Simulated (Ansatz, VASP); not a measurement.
SnSe in VASP and in Ansatz

```
Sn Se
1.0
     0.00000    2.79747    3.35696
     2.79747    0.00000    3.35696
     2.79747    2.79747    0.00000
Sn Se
1 1
Direct
  0.00000 0.00000 0.00000
  0.50000 0.50000 0.50000
```

Alike in both runs: task single point; functional PBEsol; k mesh 10 × 10 × 10; occupations gaussian, width 0.05 eV; no spin polarisation.

```csv
,VASP,Ansatz
version,VASP 6.6.1,Ansatz 0.2.0
potentials or method,"VASP PAW PBE potentials, release 64 (Sn_d, Se), cutoff 520 eV","scalar-relativistic, plane waves, PAW"
valence electrons in the cell,20,30
```

```csv
,VASP,Ansatz,Ansatz less VASP
gap on the k mesh at the Fermi level (eV),none,none,-
pressure (GPa),4.3,4.3,-0.03
"traceless stress, the component that is largest in VASP (GPa)",-11.34,-11.28,+0.060
```

VASP's potentials were made for PBE, not for PBEsol. A gap of «none» marks a metal or a gap that the smearing closes. The functional is the same, so the differences come from potentials, cutoffs and numerics. VASP's potentials hold 20 valence electrons a cell and Ansatz's 30, so a difference there can come from the potentials and not from the codes.
